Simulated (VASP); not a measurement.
Input of a VASP 6.6.1 run:

Contents of INCAR:

```
PREC = Accurate ; ENCUT = 520
EDIFF = 1E-6 ; ISMEAR = 0
SIGMA = 0.1 ; LREAL = Auto
LASPH = True ; NELM = 60
ALGO = Normal ; ISIF = 2
LWAVE = False ; LCHARG = False
NBANDS = 49
```

The input KPOINTS:

```
regular mesh
0
Gamma
  3 4 1
```

File POSCAR:

```
Al20O
1.0
    8.1000000000      0.0000000000      0.0000000000
    0.0000000000      5.7275650000      0.0000000000
    0.0000000000      0.0000000000     16.7275650000
Al O
20 1
Direct
    0.0000000000      0.0000000000      0.0597816239
    0.5000000000      0.0000000000      0.0597816239
    0.0000000000      0.5000000873      0.0597816239
    0.5000000000      0.5000000873      0.0597816239
    0.2500000000      0.2499999564      0.1453823076
    0.7500000000      0.2499999564      0.1453823076
    0.2500000000      0.7500000436      0.1453823076
    0.7500000000      0.7500000436      0.1453823076
    0.0022897531     -0.0083155756      0.2230656405
    0.5062312346      0.0044074576      0.2269630995
    0.0087495062      0.4952294736      0.2254913970
    0.5056920988      0.5067926772      0.2226344360
    0.2736707407      0.2610051566      0.3103550935
    0.7610595062      0.2519512219      0.3079222828
    0.2626298765      0.7486575883      0.3127534701
    0.7559169136      0.7429968931      0.3042774008
   -0.0208706173     -0.0241737981      0.3897489563
    0.5291222222      0.0021728256      0.3880581543
    0.0076824691      0.4806017915      0.3867566499
    0.5198679012      0.5044655102      0.3852713769
    0.1486986420      1.1743468647      0.3931891462
```

Potentials or basis: VASP PAW LDA potentials, release 64 (Al, O).

Command:

```console
$ cat potpaw_LDA.64/Al/POTCAR potpaw_LDA.64/O/POTCAR > POTCAR
$ mpirun -np 1 vasp_std > vasp.out
```

**Question.** What does it give for the band gap on the k mesh?

**Answer.** Zero (bands 33 and 34 overlap by 0.32 eV).

**Question.** Predict the largest force.

**Answer.** 1.493 eV/Å.

Forces in eV/Å, atoms in the order of the input:
```
Al   0.002  0.097  0.241
Al   0.113 -0.074  0.303
Al   0.022 -0.161  0.352
Al   0.052  0.061  0.151
Al  -0.050 -0.090 -0.115
Al   0.011 -0.032 -0.354
Al   0.129 -0.025 -0.133
Al  -0.009  0.057 -0.527
Al   0.066 -0.014  0.054
Al   0.024 -0.001 -0.030
Al   0.005 -0.021 -0.042
Al   0.003 -0.013 -0.022
Al   0.093 -0.209 -0.071
Al  -0.050 -0.009  0.047
Al   0.034 -0.237 -0.239
Al  -0.067 -0.023 -0.007
Al   0.122 -0.261 -0.133
Al  -0.131 -0.044  0.017
Al   0.231 -0.229 -0.051
Al  -0.013 -0.042  0.036
O   -0.586  1.270  0.522
```
